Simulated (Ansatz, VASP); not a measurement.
## Two plane-wave programs on CuO

```xyz
4
Lattice="2.9374 -0.0157 -0.0040 0.0242 2.9373 -0.0039 0.0105 0.0104 5.0924" Properties=species:S:1:pos:R:3 pbc="T T T"
Cu    1.4740   -0.0027    2.5442
Cu    0.0121    1.4687   -0.0020
O     0.0275    2.9392    1.2691
O     2.9446   -0.0071    3.8153
```

Change from the starting cell: strain +0.0150 x Voigt [1, 1, 0, 0, 0, 0], atoms carried along.

Alike in both runs: task single point; functional PBEsol; k mesh 16 × 16 × 10; occupations gaussian, width 0.15 eV; no spin polarisation.

|  | VASP | Ansatz |
| --- | --- | --- |
| version | VASP 6.6.1 | Ansatz 0.2.0 |
| potentials or method | VASP PAW PBE potentials, release 64 (Cu, O), cutoff 520 eV | scalar-relativistic, plane waves, PAW |
| valence electrons in the cell | 34 | 50 |

Ansatz gave:

* gap on the k mesh at the Fermi level (eV): none
* pressure (GPa): -4.2
* traceless stress, the component that is largest in VASP (GPa): 0.28

Task: What did VASP give for the same quantities?

Result: gap on the k mesh at the Fermi level (eV): none; pressure (GPa): -3.5; traceless stress, the component that is largest in VASP (GPa): 0.54.

VASP's potentials were made for PBE, not for PBEsol. A gap of «none» marks a metal or a gap that the smearing closes. With one functional, cell and mesh, what is left measures potentials, basis and numerics. VASP's potentials hold 34 valence electrons a cell and Ansatz's 50, so a difference there can come from the potentials and not from the codes. Ansatz's warnings: near symmetry operations not taken.
